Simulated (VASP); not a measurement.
A run of VASP 6.6.1 is set up as follows.

Contents of INCAR:

```
SYSTEM = Cu
PREC = Accurate
ENCUT = 520
EDIFF = 1E-6
ISMEAR = -4
SIGMA = 0.1
LREAL = .False.
LASPH = .True.
NELM = 80
ALGO = Normal
ISIF = 2
LWAVE = .False.
LCHARG = .False.
GGA = PE
NBANDS = 18
```

KPOINTS

```
regular mesh
0
Gamma
  8 8 4
  0 0 0
```

Contents of POSCAR:

```
Cu
1.0
    2.6168730000      0.0000000000      0.0000000000
   -1.3084370000      2.2662820000      0.0000000000
    0.0000000000      0.0000000000      4.1696430000
Cu
2
Direct
    0.3333300000      0.6666700000      0.2500000000
    0.6666600000      0.3333300000      0.7500000000
```

Potentials or basis: VASP PAW PBE potentials, release 64 (Cu).

Run with:

```console
$ cat potpaw_PBE.64/Cu/POTCAR > POTCAR
$ mpirun -np 1 vasp_std > vasp.out
```

(1) Estimate the band gap on the k mesh.

(2) Estimate the pressure.

Results:

(1) zero (band 11 reaches 9.94 eV, above the bottom of band 12 at 5.08 eV).

(2) -2.7 GPa.

Caveat: the k points lie up to 0.38 Å⁻¹ apart.
